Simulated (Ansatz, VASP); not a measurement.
# SiC: VASP beside Ansatz

```
Si C
1.0
     3.07600    0.00000    0.00000
    -1.53800    2.66389    0.00000
     0.00000    0.00000    5.04800
Si C
2 2
Direct
  0.33333 0.66667 0.00000
  0.66667 0.33333 0.50000
  0.33333 0.66667 0.37500
  0.66667 0.33333 0.87500
```

Alike in both runs: task single point; functional r2SCAN; k mesh 6 × 6 × 4; occupations gaussian, width 0.1 eV; no spin polarisation.

|  | VASP | Ansatz |
| --- | --- | --- |
| version | VASP 6.6.1 | Ansatz 0.2.0 |
| potentials or method | VASP PAW PBE potentials, release 64 (Si, C), cutoff 520 eV | scalar-relativistic, plane waves, PAW |
| valence electrons in the cell | 16 | 16 |

|  | VASP | Ansatz | Ansatz less VASP |
| --- | --- | --- | --- |
| gap on the k mesh at the Fermi level (eV) | 2.63 | 2.62 | -0.008 |
| least direct gap on the mesh (eV) | 4.47 | 4.46 | -0.006 |
| pressure (GPa) | -0.3 | -0.1 | +0.22 |
| traceless stress, the component that is largest in VASP (GPa) | 0.30 | 0.29 | -0.005 |
| rms of the force components (eV/Å) | 0.049 | 0.049 | -0.0002 |

VASP's potentials were made for PBE, not for r2SCAN. Atom by atom the forces differ by 0.000 eV/Å (rms over components).
